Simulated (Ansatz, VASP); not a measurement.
HfO2: VASP beside Ansatz

INCAR

```
SYSTEM = HfO2
PREC = Accurate
ENCUT = 520
EDIFF = 1E-8
ISMEAR = -1
SIGMA = 0.01
LREAL = .FALSE.
LASPH = .TRUE.
NELM = 80
ALGO = Normal
ISIF = 2
LWAVE = .FALSE.
LCHARG = .FALSE.
GGA = PE
LEFG = .TRUE.
NBANDS = 18
```

Contents of KPOINTS:

```
Automatic mesh
0
G
  9 9 9
  0 0 0
```

POSCAR

```
HfO2
1.0
    0.0000000000      2.5575000000      2.5575000000
    2.5575000000      0.0000000000      2.5575000000
    2.5575000000      2.5575000000      0.0000000000
Hf O
1 2
Direct
    0.0000000000      0.0000000000      0.0000000000
    0.2500000000      0.2500000000      0.2500000000
    0.7500000000      0.7500000000      0.7500000000
```

Input for Ansatz:

```yaml
crystal:
  lattice:
    - [0.0, 2.5575, 2.5575]
    - [2.5575, 0.0, 2.5575]
    - [2.5575, 2.5575, 0.0]
  atoms:
    - { symbol: Hf, position: [0.0, 0.0, 0.0] }
    - { symbol: O, position: [0.25, 0.25, 0.25] }
    - { symbol: O, position: [0.75, 0.75, 0.75] }
kpoints:
  mp_grid: { grid: [9, 9, 9] }
  band_path:
    path:
      - [0.0, 0.0, 0.0]
      - [0.5, 0.0, 0.5]
      - [0.625, 0.25, 0.625]
      - [0.375, 0.375, 0.75]
      - [0.0, 0.0, 0.0]
      - [0.5, 0.5, 0.5]
      - [0.5, 0.25, 0.75]
      - [0.5, 0.0, 0.5]
    npoints: 8
scf:
  occupations: { method: fermi_dirac, width: 0.01 }
hamiltonian:
  xc: pbe
  pseudopotentials: { kind: all_electron, datasets: crystal }
output:
  forces: true
  stress: true
  eigenvalues: true
  efg: { contact_densities: true }
```

Alike in both runs: task electric field gradients; functional PBE; k mesh 9 × 9 × 9; occupations fermi-dirac, width 0.01 eV; no spin polarisation.

```csv
,VASP,Ansatz
version,VASP 6.6.1,Ansatz 0.2.0
potentials or method,"VASP PAW PBE potentials, release 64 (Hf_pv, O), cutoff 520 eV","all-electron PAW with datasets made for the crystal, scalar-relativistic"
```

Ansatz gave:

```
gap on the k mesh at the Fermi level (eV) : 3.82
pressure (GPa)                            : -2.5
```

Q: Estimate VASP's values.

A: gap on the k mesh at the Fermi level (eV): 3.84; pressure (GPa): -6.0.

Ansatz ran all-electron here, and VASP with PAW potentials.

Spin-orbit coupling is off throughout.
